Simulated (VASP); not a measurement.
# RbBr in VASP: notebook

The runs below take RbBr through single point, with PBEsol.

Program: VASP 6.6.1. These are calculated values, not measurements. Logs are shortened: lines on timing, memory, paths and dates and some standing lists are left out, and cuts for length are marked.

### Step 1. The cell of the first run

Symmetry: I4/mmm, No. 139, tetragonal system. The conventional cell has a = 4.844 Å, b = 4.844 Å, c = 6.884 Å, α = 90.00°, β = 90.00°, γ = 90.00°. Within 4.5 Å of Rb (site symmetry 4/mmm) lie 6 Br at 3.42 to 3.44 Å. Within 4.5 Å of Br (site symmetry 4/mmm) lie 6 Rb at 3.42 to 3.44 Å.

### Step 2. Single point, PBEsol, non-collinear spin, zero start, spin-orbit coupling (z stretched by +0.5 %, x and y held)

INCAR

```
PREC = Accurate
ENCUT = 520
EDIFF = 1E-6
ISMEAR = 0
SIGMA = 0.01
LREAL = False
LASPH = True
NELM = 150
ALGO = Normal
ISIF = 2
LWAVE = False
LCHARG = False
LNONCOLLINEAR = True
MAGMOM = 0 0 0 0 0 0
LORBIT = 11
LSORBIT = True
GGA_COMPAT = False
LORBMOM = True
GGA = PS
NBANDS = 28
```

KPOINTS

```
Automatic mesh
0
Gamma
  6 6 6
```

POSCAR

```
RbBr
1.0
    0.0000000000      3.4249234702      3.4420480875
    3.4249234702      0.0000000000      3.4420480875
    3.4249234702      3.4249234702      0.0000000000
Rb Br
1 1
Direct
    0.0000000000      0.0000000000      0.0000000000
    0.5000000000      0.5000000000      0.5000000000
```

Potentials or basis: VASP PAW PBE potentials, release 64 (Rb_sv, Br).

Launch:

```sh
cat potpaw_PBE.64/Rb_sv/POTCAR potpaw_PBE.64/Br/POTCAR > POTCAR
mpirun -np 1 vasp_ncl > vasp.out
```

OUTCAR:

```text
PREC = Accurate
   ENCUT = 520
   EDIFF = 1E-6
   ISMEAR = 0
   LREAL = False
   LASPH = True
   NELM = 150
   ISIF = 2
   LNONCOLLINEAR = True
   LORBIT = 11
   LSORBIT = True
   GGA = PS

 ion  position               nearest neighbor table
   1  0.000  0.000  0.000-   2 3.42   2 3.42   2 3.42   2 3.42   2 3.44   2 3.44
   2  0.500  0.500  0.500-   1 3.42   1 3.42   1 3.42   1 3.42   1 3.44   1 3.44

  LATTYP: Found a body centered tetragonal cell.
 ALAT       =     4.8435732216
 C/A-ratio  =     1.4212846302

  Lattice vectors:

 A1 = (  -3.4249234702,   0.0000000000,   3.4420480875)
 A2 = (   3.4249234702,   0.0000000000,   3.4420480875)
 A3 = (   0.0000000000,   3.4249234702,  -3.4420480875)

Analysis of symmetry for initial positions (statically):
=====================================================================
 Subroutine PRICEL returns:
 Original cell was already a primitive cell.

 Routine SETGRP: Setting up the symmetry group for a
 body centered tetragonal supercell.

 Subroutine GETGRP returns: Found 16 space group operations
 (whereof 16 operations were pure point group operations)
 out of a pool of 16 trial point group operations.

The static configuration has the point symmetry D_4h.

Analysis of symmetry for dynamics (positions and initial velocities):
=====================================================================
 Subroutine PRICEL returns:
 Original cell was already a primitive cell.

 Routine SETGRP: Setting up the symmetry group for a
 body centered tetragonal supercell.

 Subroutine GETGRP returns: Found 16 space group operations
 (whereof 16 operations were pure point group operations)
 out of a pool of 16 trial point group operations.

The dynamic configuration has the point symmetry D_4h.

Analysis of structural, dynamic, and magnetic symmetry:
=====================================================================
 Subroutine PRICEL returns:
 Original cell was already a primitive cell.

 Routine SETGRP: Setting up the symmetry group for a
 body centered tetragonal supercell.

 Subroutine GETGRP returns: Found 16 space group operations
 (whereof 16 operations were pure point group operations)
 out of a pool of 16 trial point group operations.

The overall configuration has the point symmetry D_4h.

 Subroutine INISYM returns: Found 16 space group operations
 (whereof 16 operations are pure point group operations),
 and found     1 'primitive' translations

----------------------------------------------------------------------------------------

                                     Primitive cell

  volume of cell :      80.7511

  direct lattice vectors                    reciprocal lattice vectors
     0.000000000  3.424923470  3.442048087    -0.145988663  0.145988663  0.145262352
     3.424923470  0.000000000  3.442048087     0.145988663 -0.145988663  0.145262352
     3.424923470  3.424923470  0.000000000     0.145988663  0.145988663 -0.145262352

  length of vectors
     4.855697253  4.855697253  4.843573222     0.252441143  0.252441143  0.252441143

  position of ions in fractional coordinates (direct lattice)
     0.000000000  0.000000000  0.000000000
     0.500000000  0.500000000  0.500000000

  ion indices of the primitive-cell ions
   primitive index   ion index
                 1           1
                 2           2

----------------------------------------------------------------------------------------

 KPOINTS: Automatic mesh

Automatic generation of k-mesh.
 Grid dimensions read from file:
 generate k-points for:    6    6    6

 Generating k-lattice:

  Cartesian coordinates                     Fractional coordinates (reciprocal lattice)
    -0.024331444  0.024331444  0.024210392     0.166666667 -0.000000000  0.000000000
     0.024331444 -0.024331444  0.024210392    -0.000000000  0.166666667  0.000000000
     0.024331444  0.024331444 -0.024210392     0.000000000  0.000000000  0.166666667

  Length of vectors
     0.042073524  0.042073524  0.042073524

  Shift w.r.t. Gamma in fractional coordinates (k-lattice)
     0.000000000  0.000000000  0.000000000

 Subroutine IBZKPT returns following result:
 ===========================================

 Found     30 irreducible k-points:

 Following reciprocal coordinates:
            Coordinates               Weight
[... 42 lines left out ...]
   NELM   =    150;   NELMIN=  2; NELMDL= -5     # of ELM steps
   EDIFF  = 0.1E-05   stopping-criterion for ELM
   LREAL  =      F    real-space projection
   EDIFFG = 0.1E-04   stopping-criterion for IOM
   NSW    =      0    number of steps for IOM
   IBRION =     -1    ionic relax: 0-MD 1-quasi-New 2-CG
   NFREE  =      0    steps in history (QN), initial steepest desc. (CG)
   ISIF   =      2    stress and relaxation
   ISYM   =      2    0-nonsym 1-usesym 2-fastsym
   POTIM  = 0.5000    time-step for ionic-motion
   TEBEG  =    0.0;   TEEND  =   0.0 temperature during run
   PSTRESS=    0.0 pullay stress
   NELECT =      16.0000    total number of electrons
   NUPDOWN=      -1.0000    fix difference up-down
   EMIN   =  10.00;   EMAX   =-10.00  energy-range for DOS
   EFERMI =   0.00;   METHOD = LEGACY
   ISMEAR =     0;   SIGMA  =   0.01  broadening in eV -4-tet -1-fermi 0-gaus
   EFERMI_NEDOS =   21; number of points for ismear=-14 and -15
   IALGO  =     38    algorithm
   IMIX   =      4    mixing-type and parameters
     AMIX     =   0.40;   BMIX     =  1.00
     AMIX_MAG =   1.60;   BMIX_MAG =  1.00
  volume/ion in A,a.u.               =      40.38       272.47
  Fermi-wavevector in a.u.,A,eV,Ry     =   0.954403  1.803561 12.393352  0.910886
  Thomas-Fermi vector in A             =   2.083147
   LORBIT       =     11    0 simple, 1 ext, 2 COOP (PROOUT), +10 PAW based schemes
   GGA     = PS    functional components
   LHFCALC =     F    Hartree Fock is set to
   AEXX    =    0.0000 exact exchange contribution
   IVDW    =     0    specifies the selected vdW correction
   LEPSILON=     F    determine dielectric tensor
   LRPA    =     F    only Hartree local field effects (RPA)
 Gauss-broadening in eV      SIGMA  =   0.01
  energy-cutoff  :      520.00
  volume of cell :       80.75
 maximum number of plane-waves:      4400
   NGX = 19   NGY = 19   NGZ = 17

 number of electron      16.0000000 magnetization       0.0000000      0.0000000      0.0000000

 number of electron      15.9999999 magnetization      -0.0000000     -0.0000000      0.0000000

 number of electron      15.9999999 magnetization       0.0000000     -0.0000000      0.0000000

 Free energy of the ion-electron system (eV)
  ---------------------------------------------------
  ext. energy  EPLUGINS =         0.00000000
  ---------------------------------------------------
  free energy    TOTEN  =        -6.40775274 eV

  energy without entropy =       -6.40775274  energy(sigma->0) =       -6.40775274

 E-fermi :  -1.5854     XC(G=0):  -7.3934

 val. band max:       -1.6949845064   @ k =   0.0000   0.0000   0.0000
 cond. band min:       2.3457338163   @ k =   0.0000   0.0000   0.0000
 fundamental gap:      4.0407183227
 Fermi energy:        -1.5853824986

 k-point     1 :       0.0000    0.0000    0.0000
  band No.  band energies     occupation
      1     -26.2214      1.00000
      2     -26.2214      1.00000
      3     -14.0470      1.00000
      4     -14.0470      1.00000
      5     -10.8828      1.00000
      6     -10.8828      1.00000
[... 733 lines left out ...]
     27       8.4908      0.00000
     28       8.4908      0.00000

 [... further k-points ...]

------------------------ aborting loop because EDIFF is reached ----------------------------------------

  FORCE on cell =-STRESS in cart. coord.  units (eV):
  Direction    XX          YY          ZZ          XY          YZ          ZX
  --------------------------------------------------------------------------------------
  -------------------------------------------------------------------------------------
  Total       -0.0079523     -0.0079523     -0.0785801      0.0000000      0.0000000     -0.0000000
  in kB       -0.1577817     -0.1577817     -1.5591028      0.0000000      0.0000000     -0.0000000
  external PRESSURE =      -0.6248887 kB  Pullay stress =       0.0000000 kB

 VOLUME and BASIS-vectors are now :
 -----------------------------------------------------------------------------
  energy-cutoff  :      520.00
  volume of cell :       80.75
      direct lattice vectors                 reciprocal lattice vectors
     0.000000000  3.424923470  3.442048087    -0.145988663  0.145988663  0.145262352
     3.424923470  0.000000000  3.442048087     0.145988663 -0.145988663  0.145262352
     3.424923470  3.424923470  0.000000000     0.145988663  0.145988663 -0.145262352

 POSITION                                       TOTAL-FORCE (eV/Angst)
 -----------------------------------------------------------------------------------
      0.00000      0.00000      0.00000         0.000000     -0.000000     -0.000000
      3.42492      3.42492      3.44205        -0.000000      0.000000      0.000000
 -----------------------------------------------------------------------------------
    total drift:                                0.000000      0.000000      0.000000

  FREE ENERGIE OF THE ION-ELECTRON SYSTEM (eV)
  ---------------------------------------------------
  free  energy   TOTEN  =        -6.4077527373 eV

  energy  without entropy=       -6.4077527373  energy(sigma->0) =       -6.40775274

 orbital moment (x)

 # of ion     p       d       tot
 ----------------------------------------
  1         0.000  -0.000  -0.000
  2         0.000  -0.000   0.000
 ----------------------------------------
            0.000  -0.000   0.000

 orbital moment (y)

 # of ion     p       d       tot
 ----------------------------------------
  1        -0.000   0.000  -0.000
  2        -0.000   0.000  -0.000
 ----------------------------------------
           -0.000   0.000  -0.000

 orbital moment (z)

 # of ion     p       d       tot
 ----------------------------------------
  1         0.000  -0.000  -0.000
  2         0.000   0.000   0.000
 ----------------------------------------
            0.000  -0.000  -0.000

 Spin-Orbit-Coupling matrix elements

 Ion:    1  E_soc:     -0.0532245
 l=   1
     0.0000000    -0.0088613    -0.0088620
    -0.0088613     0.0000000    -0.0088613
    -0.0088620    -0.0088613     0.0000000
 l=   2
     0.0000000     0.0000009     0.0000000     0.0000009    -0.0000102
     0.0000009     0.0000000    -0.0000074     0.0000008    -0.0000026
     0.0000000    -0.0000074     0.0000000    -0.0000074     0.0000000
     0.0000009     0.0000008    -0.0000074     0.0000000    -0.0000026
    -0.0000102    -0.0000026     0.0000000    -0.0000026     0.0000000
 l=   3
     0.0000000     0.0000000     0.0000000     0.0000000     0.0000000     0.0000000     0.0000000
     0.0000000     0.0000000     0.0000000     0.0000000     0.0000000     0.0000000     0.0000000
     0.0000000     0.0000000     0.0000000     0.0000000     0.0000000     0.0000000     0.0000000
     0.0000000     0.0000000     0.0000000     0.0000000     0.0000000     0.0000000     0.0000000
     0.0000000     0.0000000     0.0000000     0.0000000     0.0000000     0.0000000     0.0000000
     0.0000000     0.0000000     0.0000000     0.0000000     0.0000000     0.0000000     0.0000000
     0.0000000     0.0000000     0.0000000     0.0000000     0.0000000     0.0000000     0.0000000

 Ion:    2  E_soc:     -0.0520323
 l=   1
     0.0000000    -0.0086721    -0.0086708
    -0.0086721     0.0000000    -0.0086721
    -0.0086708    -0.0086721     0.0000000
 l=   2
     0.0000000    -0.0000000     0.0000000    -0.0000000    -0.0000004
    -0.0000000     0.0000000    -0.0000003    -0.0000000    -0.0000001
     0.0000000    -0.0000003     0.0000000    -0.0000003     0.0000000
    -0.0000000    -0.0000000    -0.0000003     0.0000000    -0.0000001
    -0.0000004    -0.0000001     0.0000000    -0.0000001     0.0000000
 l=   3
     0.0000000     0.0000000     0.0000000     0.0000000     0.0000000     0.0000000     0.0000000
     0.0000000     0.0000000     0.0000000     0.0000000     0.0000000     0.0000000     0.0000000
     0.0000000     0.0000000     0.0000000     0.0000000     0.0000000     0.0000000     0.0000000
     0.0000000     0.0000000     0.0000000     0.0000000     0.0000000     0.0000000     0.0000000
     0.0000000     0.0000000     0.0000000     0.0000000     0.0000000     0.0000000     0.0000000
     0.0000000     0.0000000     0.0000000     0.0000000     0.0000000     0.0000000     0.0000000
     0.0000000     0.0000000     0.0000000     0.0000000     0.0000000     0.0000000     0.0000000

 total charge

# of ion       s       p       d       tot
------------------------------------------
    1        1.938   5.350   0.023   7.312
    2        1.592   3.278   0.001   4.871
--------------------------------------------------
tot          3.530   8.628   0.025  12.183

 magnetization (x)

# of ion       s       p       d       tot
------------------------------------------
    1        0.000   0.000   0.000   0.000
    2       -0.000   0.000   0.000  -0.000
--------------------------------------------------
tot          0.000   0.000   0.000   0.000

 magnetization (y)

# of ion       s       p       d       tot
------------------------------------------
    1       -0.000  -0.000   0.000  -0.000
    2        0.000   0.000  -0.000   0.000
--------------------------------------------------
tot         -0.000  -0.000  -0.000  -0.000

 magnetization (z)

# of ion       s       p       d       tot
------------------------------------------
    1       -0.000   0.000  -0.000  -0.000
    2       -0.000   0.000  -0.000  -0.000
--------------------------------------------------
tot         -0.000   0.000  -0.000  -0.000
```

Run time: 2.1 min. Hardware: 1 thread of Intel Xeon Platinum 8259CL at 2.50GHz (Skylake/Cascade Lake), shared host; peak memory 0.43 GiB.

Results:

- Free energy: -6.4078 eV
- Pressure: -0.1 GPa
- Net moment: 0.00 μB per cell
- Valence electrons inside the program's atomic spheres: Rb 7.31; Br 4.87

Moments on the atoms (μB; x, y, z):
```
Rb  0.00 0.00 0.00
Br  0.00 0.00 0.00
```

Caveat: the cell differs from its parent crystal (z stretched by +0.5 %, x and y held); the PAW data sets were made with another functional, which shifts forces and pressure a little.

[end of part 1 of 2]
